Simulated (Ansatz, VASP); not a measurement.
**Two plane-wave programs on Se**

The input INCAR:

```
PREC = Accurate ; ENCUT = 600
EDIFF = 1E-6 ; ISMEAR = 0
SIGMA = 0.1 ; LREAL = False
LASPH = True ; NELM = 100
ALGO = Normal ; ISIF = 3
LWAVE = False ; LCHARG = False
GGA = PS ; IBRION = 2
NSW = 90 ; EDIFFG = -0.04
```

File KPOINTS:

```
regular mesh
0
Gamma
  6 6 6
```

The input POSCAR:

```
Se
1.0
    3.2117637651      0.0000000000      0.0000000000
   -1.6058818825      2.7814690115      0.0000000000
    0.0000000000      0.0000000000      3.0009917680
Se
1
Direct
    0.0000000000      0.0000000000      0.0000000000
```

Input for Ansatz:

```yaml
crystal:
  lattice:
    - [3.2117637651, 0.0, 0.0]
    - [-1.6058818825, 2.7814690115, 0.0]
    - [0.0, 0.0, 3.000991768]
  atoms:
    - { symbol: Se, position: [0.0, 0.0, 0.0] }
basis:
  ecutwfc: 420
kpoints:
  mp_grid: { grid: [6, 6, 6] }
hamiltonian:
  xc: pbesol
scf:
  occupations: { method: gaussian, width: 0.1 }
  lower_state_search: "off"
output:
  forces: true
  stress: true
  eigenvalues: true
relax:
  adjacent_minimum: "off"
  f_tol: 0.04
  max_steps: 70
  cell: { stress_tol: 0.4 }
```

Alike in both runs: task relaxation of cell and atoms; functional PBEsol; k mesh 6 × 6 × 6; occupations gaussian, width 0.1 eV; no spin polarisation.

```csv
,VASP,Ansatz
version,VASP 6.6.1,Ansatz 0.2.0
potentials or method,"VASP PAW PBE potentials, release 64 (Se), cutoff 600 eV","scalar-relativistic, plane waves, PAW"
valence electrons in the cell,6,16
```

```csv
,VASP,Ansatz,Ansatz less VASP
"gap on the k mesh at the Fermi level, each at its own relaxed structure (eV)",none,none,-
relaxed volume (Å³/atom),20.52,20.52,-0.004
relaxed cell length with the largest relative difference (Å),2.726,2.722,-0.0046
```

VASP's potentials were made for PBE, not for PBEsol. A gap of «none» marks a metal or a gap that the smearing closes. VASP's potentials hold 6 valence electrons a cell and Ansatz's 16, so a difference there can come from the potentials and not from the codes.

The k mesh is coarse, so the values compare programs but aren't converged. Noted on VASP's run: the volume moved by over 15 % at a fixed basis, so the end points are rough.
